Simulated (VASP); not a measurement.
**VWF4: single point with PBEsol+U**

Crystal: VWF4.

```
V W F
1.0
     5.60508    0.00000    0.03774
     0.00000    5.63169    0.00000
    -0.02531    0.00000    4.28162
V W F
2 2 8
Cartesian
  2.7962 3.4358 1.0893
  2.7836 2.1959 3.2301
  -0.0063 0.6832 1.0704
  -0.0190 4.9484 3.2112
  1.3378 2.0870 1.7757
  4.2546 2.0870 0.4028
  4.2419 3.5447 2.5437
  1.3252 3.5447 3.9165
  1.5654 4.9466 1.8451
  4.0270 4.9466 0.3334
  4.0143 0.6851 2.4743
  1.5528 0.6851 3.9859
```

```yaml
Program: VASP 6.6.1
Task: single point
Functional: PBEsol
Potentials_or_basis: VASP PAW PBE potentials, release 64 (V_sv, W_sv, F)
Cutoff: 520 eV
k_mesh: 4 × 3 × 4
Occupations: fermi-dirac, width 0.1 eV
Spin: no spin polarisation
Hubbard_terms: V d U = 2.65 eV
```

```
Pressure               : 1.8 GPa
Largest force          : 0.151 eV/Å
Band gap on the k mesh : zero (bands 55 and 56 overlap by 0.55 eV)
```

Forces on the atoms (eV/Å):
```
V    0.000  0.081  0.000
V    0.000 -0.081  0.000
W    0.000 -0.087  0.000
W    0.000  0.087  0.000
F   -0.012  0.058  0.001
F    0.012  0.058 -0.001
F    0.012 -0.058 -0.001
F   -0.012 -0.058  0.001
F    0.144 -0.017 -0.040
F   -0.144 -0.017  0.040
F   -0.144  0.017  0.040
F    0.144  0.017 -0.040
```

Stress tensor (GPa, compression positive):
```
2.58 0.00 0.19
0.00 1.11 0.00
0.19 0.00 1.60
```

Levels at points of the mesh, in eV from the Fermi level:
```
           k point  band 52  band 53  band 54  band 55  band 56  band 57  band 58  band 59
(0.00, 0.00, 0.00)    -1.21    -1.15    -1.07     0.23     0.38     0.59     0.62     0.96
(0.50, 0.00, 0.00)    -1.26    -0.93    -0.92     0.25     0.28     0.70     0.73     0.85
(0.00, 0.00, 0.50)    -1.69    -1.06    -1.06     0.10     0.10     0.90     0.90     1.17
(0.50, 0.00, 0.50)    -1.59    -0.81    -0.81    -0.30    -0.30     1.30     1.30     1.44
```

Eigenvalues of the final occupation matrices:
| site | spin | trace | eigenvalues |
| --- | --- | --- | --- |
| site 1 d | 1 | 1.61 | 0.09 0.10 0.42 0.48 0.52 |
| site 1 d | 2 | 1.61 | 0.09 0.10 0.42 0.48 0.52 |
| site 2 d | 1 | 1.61 | 0.09 0.10 0.42 0.48 0.52 |
| site 2 d | 2 | 1.61 | 0.09 0.10 0.42 0.48 0.52 |

Run time: 3.9 min on 1 thread of Intel(R) Xeon(R) Platinum 8488C (Sapphire Rapids), with other jobs on the host, peak memory 0.3 GiB.

Caveat: the k points lie up to 0.37 Å⁻¹ apart, too coarse for converged energies and pressures of a metal; the PAW data sets were made with another functional, which shifts forces and pressure a little; spin-orbit coupling is left out, which moves the levels of the heavy elements; the run has no spin polarisation, though such a crystal can be magnetic; U without spin polarisation on a metal has little footing.
